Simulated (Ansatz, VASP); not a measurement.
In in VASP and in Ansatz

The input INCAR:

```
SYSTEM = In
PREC     = Accurate       ! precision mode
ENCUT    = 520            ! plane-wave cutoff, eV
EDIFF    = 1E-6           ! SCF threshold, eV
ISMEAR   = 0              ! smearing method
SIGMA    = 0.05           ! smearing width, eV
LREAL    = .FALSE.        ! projectors in reciprocal space
LASPH    = .TRUE.         ! aspherical terms in the spheres
NELM     = 60             ! most SCF steps
ALGO     = Normal         ! electronic algorithm
ISIF     = 2              ! what is computed and relaxed
LWAVE    = .FALSE.        ! write WAVECAR
LCHARG   = .TRUE.         ! write CHGCAR
GGA      = PE             ! functional
LELF     = .TRUE.         ! ELF
LVHAR    = .TRUE.       
NBANDS   = 12             ! bands
```

File KPOINTS:

```
Automatic mesh
0
G
  11 11 11
  0 0 0
```

POSCAR

```
In
1.0
   -1.6254700000      1.6254700000      2.4737000000
    1.6254700000     -1.6254700000      2.4737000000
    1.6254700000      1.6254700000     -2.4737000000
In
1
Direct
    0.0000000000      0.0000000000      0.0000000000
```

File input.yaml:

```yaml
crystal:
  lattice:
    - [-1.62547, 1.62547, 2.4737]
    - [1.62547, -1.62547, 2.4737]
    - [1.62547, 1.62547, -2.4737]
  atoms:
    - { symbol: In, position: [0.0, 0.0, 0.0] }
kpoints:
  mp_grid: { grid: [11, 11, 11] }
scf:
  occupations: { method: gaussian, width: 0.05 }
hamiltonian:
  xc: pbe
  pseudopotentials: { kind: all_electron, lapw: { basis_error: 0.001 } }
output:
  forces: true
  stress: true
  eigenvalues: true
```

Alike in both runs: task single point; functional PBE; k mesh 11 × 11 × 11; occupations gaussian, width 0.05 eV; no spin polarisation.

|  | VASP | Ansatz |
| --- | --- | --- |
| version | VASP 6.6.1 | Ansatz 0.2.0 |
| potentials or method | VASP PAW PBE potentials, release 64 (In_d), cutoff 520 eV | all-electron LAPW, scalar-relativistic |

|  | VASP | Ansatz | Ansatz less VASP |
| --- | --- | --- | --- |
| gap on the k mesh at the Fermi level (eV) | none | none | - |
| pressure (GPa) | 2.0 | 2.0 | +0.05 |
| traceless stress, the component that is largest in VASP (GPa) | -0.38 | -0.38 | +0.001 |

A gap of «none» marks a metal or a gap that the smearing closes. Ansatz ran all-electron here, and VASP with PAW potentials.
